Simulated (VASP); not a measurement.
# ZnS (P6_3mc) in VASP: further runs, part 2 of 2

VASP 6.6.1. Earlier steps stand in the parts before.

## 3. Single point, PBEsol (18.45 Å³/atom)

Contents of INCAR:

```
PREC = Accurate
ENCUT = 520
EDIFF = 1E-6
ISMEAR = 0
SIGMA = 0.05
LREAL = False
LASPH = True
NELM = 60
ALGO = Normal
ISIF = 2
LWAVE = False
LCHARG = False
GGA = PS
NBANDS = 26
```

Contents of KPOINTS:

```
Automatic mesh
0
Gamma
  9 9 6
```

Contents of POSCAR:

```
ZnS
1.0
    3.8065176301      0.0000000000      0.0000000000
   -1.9032588150      3.2965409676      0.0000000000
    0.0000000000      0.0000000000      5.8822116938
Zn S
2 2
Direct
    0.3333333333      0.6666666667      0.0054424479
    0.6666666667      0.3333333333      0.5054424479
    0.3333333333      0.6666666667      0.3795575521
    0.6666666667      0.3333333333      0.8795575521
```

Potentials or basis: VASP PAW PBE potentials, release 64 (Zn, S).

On the command line:

```
> cat potpaw_PBE.64/Zn/POTCAR potpaw_PBE.64/S/POTCAR > POTCAR
> mpirun -np 1 vasp_std > vasp.out
```

OUTCAR:

```text
PREC = Accurate
   ENCUT = 520
   EDIFF = 1E-6
   ISMEAR = 0
   LREAL = False
   LASPH = True
   NELM = 60
   ISIF = 2
   GGA = PS

 ion  position               nearest neighbor table
   1  0.333  0.667  0.005-   3 2.20   4 2.32   4 2.32   4 2.32
   2  0.667  0.333  0.505-   4 2.20   3 2.32   3 2.32   3 2.32
   3  0.333  0.667  0.380-   1 2.20   2 2.32   2 2.32   2 2.32
   4  0.667  0.333  0.880-   2 2.20   1 2.32   1 2.32   1 2.32

  LATTYP: Found a hexagonal cell.
 ALAT       =     3.8065176301
 C/A-ratio  =     1.5453000000

  Lattice vectors:

 A1 = (   3.8065176301,   0.0000000000,   0.0000000000)
 A2 = (  -1.9032588150,   3.2965409676,   0.0000000000)
 A3 = (   0.0000000000,   0.0000000000,   5.8822116938)

Analysis of symmetry for initial positions (statically):
=====================================================================
 Subroutine PRICEL returns:
 Original cell was already a primitive cell.

 Routine SETGRP: Setting up the symmetry group for a
 hexagonal supercell.

 Subroutine GETGRP returns: Found 12 space group operations
 (whereof  6 operations were pure point group operations)
 out of a pool of 24 trial point group operations.

The static configuration has the point symmetry C_3v.
 The point group associated with its full space group is C_6v.

Analysis of symmetry for dynamics (positions and initial velocities):
=====================================================================
 Subroutine PRICEL returns:
 Original cell was already a primitive cell.

 Routine SETGRP: Setting up the symmetry group for a
 hexagonal supercell.

 Subroutine GETGRP returns: Found 12 space group operations
 (whereof  6 operations were pure point group operations)
 out of a pool of 24 trial point group operations.

The dynamic configuration has the point symmetry C_3v.
 The point group associated with its full space group is C_6v.

 Subroutine INISYM returns: Found 12 space group operations
 (whereof  6 operations are pure point group operations),
 and found     1 'primitive' translations

----------------------------------------------------------------------------------------

                                     Primitive cell

  volume of cell :      73.8120

  direct lattice vectors                    reciprocal lattice vectors
     3.806517630  0.000000000  0.000000000     0.262707308  0.151674135  0.000000000
    -1.903258815  3.296540968  0.000000000     0.000000000  0.303348270  0.000000000
     0.000000000  0.000000000  5.882211694     0.000000000  0.000000000  0.170004082

  length of vectors
     3.806517630  3.806517630  5.882211694     0.303348270  0.303348270  0.170004082

  position of ions in fractional coordinates (direct lattice)
     0.333333333  0.666666667  0.005442448
     0.666666667  0.333333333  0.505442448
     0.333333333  0.666666667  0.379557552
     0.666666667  0.333333333  0.879557552

  ion indices of the primitive-cell ions
   primitive index   ion index
                 1           1
                 2           2
                 3           3
                 4           4

----------------------------------------------------------------------------------------

 KPOINTS: Automatic mesh

Automatic generation of k-mesh.
 Grid dimensions read from file:
 generate k-points for:    9    9    6

 Generating k-lattice:

  Cartesian coordinates                     Fractional coordinates (reciprocal lattice)
     0.029189701  0.016852682  0.000000000     0.111111111  0.000000000  0.000000000
     0.000000000  0.033705363  0.000000000     0.000000000  0.111111111  0.000000000
     0.000000000  0.000000000  0.028334014     0.000000000  0.000000000  0.166666667

  Length of vectors
     0.033705363  0.033705363  0.028334014

  Shift w.r.t. Gamma in fractional coordinates (k-lattice)
     0.000000000  0.000000000  0.000000000

 Subroutine IBZKPT returns following result:
 ===========================================

 Found     48 irreducible k-points:

 Following reciprocal coordinates:
            Coordinates               Weight
  0.000000  0.000000  0.000000      1.000000
  0.111111 -0.000000  0.000000      6.000000
  0.222222  0.000000  0.000000      6.000000
  0.333333  0.000000  0.000000      6.000000
  0.444444  0.000000  0.000000      6.000000
  0.111111  0.111111  0.000000      6.000000
[... 16 lines left out ...]
  0.333333  0.222222  0.166667     24.000000
  0.333333  0.333333  0.166667      4.000000
 [... further k-points ...]
   k-points           NKPTS =     48   k-points in BZ     NKDIM =     48   number of bands    NBANDS=     26
   number of dos      NEDOS =    301   number of ions     NIONS =      4
   total plane-waves  NPLWV =  37632
   dimension x,y,z NGX =    28 NGY =   28 NGZ =   48
   dimension x,y,z NGXF=    56 NGYF=   56 NGZF=   96
   ions per type =               2   2
   NGX,Y,Z   is equivalent  to a cutoff of  12.23, 12.23, 13.57 a.u.
   NGXF,Y,Z  is equivalent  to a cutoff of  24.46, 24.46, 27.13 a.u.
 SYSTEM =  unknown system
   PREC   = accura    normal or accurate (medium, high low for compatibility)
   ISTART =      0    job   : 0-new  1-cont  2-samecut
   ICHARG =      2    charge: 1-file 2-atom 10-const
   ISPIN  =      1    spin polarized calculation?
   LNONCOLLINEAR =      F non collinear calculations
   LSORBIT =      F    spin-orbit coupling
   LASPH  =      T    aspherical Exc in radial PAW
   ENCUT  =  520.0 eV  38.22 Ry    6.18 a.u.   7.08  7.08 10.94*2*pi/ulx,y,z
   NELM   =     60;   NELMIN=  2; NELMDL= -5     # of ELM steps
   EDIFF  = 0.1E-05   stopping-criterion for ELM
   LREAL  =      F    real-space projection
   EDIFFG = 0.1E-04   stopping-criterion for IOM
   NSW    =      0    number of steps for IOM
   IBRION =     -1    ionic relax: 0-MD 1-quasi-New 2-CG
   NFREE  =      0    steps in history (QN), initial steepest desc. (CG)
   ISIF   =      2    stress and relaxation
   ISYM   =      2    0-nonsym 1-usesym 2-fastsym
   POTIM  = 0.5000    time-step for ionic-motion
   TEBEG  =    0.0;   TEEND  =   0.0 temperature during run
   PSTRESS=    0.0 pullay stress
   NELECT =      36.0000    total number of electrons
   NUPDOWN=      -1.0000    fix difference up-down
   EMIN   =  10.00;   EMAX   =-10.00  energy-range for DOS
   EFERMI =   0.00;   METHOD = LEGACY
   ISMEAR =     0;   SIGMA  =   0.05  broadening in eV -4-tet -1-fermi 0-gaus
   EFERMI_NEDOS =   21; number of points for ismear=-14 and -15
   IALGO  =     38    algorithm
   IMIX   =      4    mixing-type and parameters
     AMIX     =   0.40;   BMIX     =  1.00
     AMIX_MAG =   1.60;   BMIX_MAG =  1.00
  volume/ion in A,a.u.               =      18.45       124.53
  Fermi-wavevector in a.u.,A,eV,Ry     =   1.288645  2.435186 22.593920  1.660606
  Thomas-Fermi vector in A             =   2.420586
   LORBIT       =      0    0 simple, 1 ext, 2 COOP (PROOUT), +10 PAW based schemes
   GGA     = PS    functional components
   LHFCALC =     F    Hartree Fock is set to
   AEXX    =    0.0000 exact exchange contribution
   IVDW    =     0    specifies the selected vdW correction
   LEPSILON=     F    determine dielectric tensor
   LRPA    =     F    only Hartree local field effects (RPA)
 non-spin polarized calculation
 Gauss-broadening in eV      SIGMA  =   0.05
  energy-cutoff  :      520.00
  volume of cell :       73.81
 maximum number of plane-waves:      2007
   NGX = 15   NGY = 15   NGZ = 21

 number of electron      35.9999990 magnetization

 Free energy of the ion-electron system (eV)
  ---------------------------------------------------
  ext. energy  EPLUGINS =         0.00000000
  ---------------------------------------------------
  free energy    TOTEN  =       -15.02381219 eV

  energy without entropy =      -15.02381219  energy(sigma->0) =      -15.02381219

 E-fermi :   2.9565     XC(G=0): -10.1526

 val. band max:        2.6979282892   @ k =   0.0000   0.0000   0.0000
 cond. band min:       5.0578404877   @ k =   0.0000   0.0000   0.0000
 fundamental gap:      2.3599121984
 Fermi energy:         2.9565300243

 k-point     1 :       0.0000    0.0000    0.0000
  band No.  band energies     occupation
      1     -11.0075      2.00000
      2      -9.7713      2.00000
      3      -4.0352      2.00000
      4      -3.9586      2.00000
      5      -3.9586      2.00000
      6      -3.8433      2.00000
[... 18 lines left out ...]
     25      10.2664      0.00000
     26      12.3463      0.00000
[... 644 lines left out ...]
      4      -3.8340      2.00000
      5      -3.8340      2.00000
      6      -3.5860      2.00000
[... 18 lines left out ...]
     25      12.6812      0.00000
     26      12.9337      0.00000

 [... further k-points ...]
[... 5 lines left out ...]
  --------------------------------------------------------------------------------------
  -------------------------------------------------------------------------------------
  Total        0.2506872      0.2506872      5.6124770      0.0000000      0.0000000     -0.0000000
  in kB        5.4414639      5.4414639    121.8254942      0.0000000      0.0000000     -0.0000000
  external PRESSURE =      44.2361407 kB  Pullay stress =       0.0000000 kB

 VOLUME and BASIS-vectors are now :
 -----------------------------------------------------------------------------
  energy-cutoff  :      520.00
  volume of cell :       73.81
      direct lattice vectors                 reciprocal lattice vectors
     3.806517630  0.000000000  0.000000000     0.262707308  0.151674135  0.000000000
    -1.903258815  3.296540968  0.000000000     0.000000000  0.303348270  0.000000000
     0.000000000  0.000000000  5.882211694     0.000000000  0.000000000  0.170004082

 POSITION                                       TOTAL-FORCE (eV/Angst)
 -----------------------------------------------------------------------------------
     -0.00000      2.19769      0.03201         0.000000      0.000000     -0.656112
      1.90326      1.09885      2.97312        -0.000000      0.000000     -0.656112
     -0.00000      2.19769      2.23264        -0.000000     -0.000000      0.656112
      1.90326      1.09885      5.17374        -0.000000     -0.000000      0.656112
 -----------------------------------------------------------------------------------
    total drift:                               -0.000000     -0.000000      0.000345

  FREE ENERGIE OF THE ION-ELECTRON SYSTEM (eV)
  ---------------------------------------------------
  free  energy   TOTEN  =       -15.0238121871 eV

  energy  without entropy=      -15.0238121871  energy(sigma->0) =      -15.02381219
```

OSZICAR:

```text
N       E                     dE             d eps       ncg     rms          rms(c)
DAV:   1     0.245087644555E+03    0.24509E+03   -0.17128E+04  2496   0.170E+03
DAV:   2     0.868265226971E+01   -0.23640E+03   -0.22638E+03  2576   0.356E+02
DAV:   3    -0.152887427982E+02   -0.23971E+02   -0.23738E+02  3026   0.113E+02
DAV:   4    -0.158665033017E+02   -0.57776E+00   -0.57658E+00  2962   0.174E+01
DAV:   5    -0.158752210605E+02   -0.87178E-02   -0.87150E-02  2992   0.215E+00    0.110E+01
DAV:   6    -0.150391829063E+02    0.83604E+00   -0.18356E+00  3294   0.420E+01    0.827E+00
DAV:   7    -0.150355448017E+02    0.36381E-02   -0.13635E+00  2634   0.729E+00    0.348E+00
DAV:   8    -0.150246502231E+02    0.10895E-01   -0.31150E-02  3114   0.150E+00    0.973E-01
DAV:   9    -0.150236204723E+02    0.10298E-02   -0.11128E-02  3352   0.134E+00    0.235E-01
DAV:  10    -0.150236994494E+02   -0.78977E-04   -0.52714E-04  2970   0.321E-01    0.121E-01
DAV:  11    -0.150238094988E+02   -0.11005E-03   -0.15795E-04  2628   0.811E-02    0.374E-02
DAV:  12    -0.150238104995E+02   -0.10007E-05   -0.48858E-06  3120   0.198E-02    0.893E-03
DAV:  13    -0.150238120622E+02   -0.15627E-05   -0.20665E-06  2124   0.199E-02    0.419E-03
DAV:  14    -0.150238121871E+02   -0.12489E-06   -0.10509E-06  1914   0.202E-02
   1 F= -.15023812E+02 E0= -.15023812E+02  d E =-.140090E-15
```

Run time: 82 s. Hardware: 1 thread of Intel Xeon Platinum 8259CL at 2.50GHz (Skylake/Cascade Lake), shared host; peak memory 0.22 GiB.

Results:

- Free energy: -15.0238 eV
- Pressure: 4.4 GPa
- Largest force: 0.656 eV/Å
- Band gap on the k mesh: 2.36 eV

Forces in eV/Å, atoms in the order of the input:
```
Zn   0.000  0.000 -0.656
Zn   0.000  0.000 -0.656
S    0.000  0.000  0.656
S    0.000  0.000  0.656
```

Stress tensor (GPa, compression positive):
```
 0.54  0.00  0.00
 0.00  0.54  0.00
 0.00  0.00 12.18
```

Caveat: the cell stands under pressure; the PAW data sets were made with another functional, which shifts forces and pressure a little; an odd mesh through Γ misses points on the zone boundary, where band edges can lie.
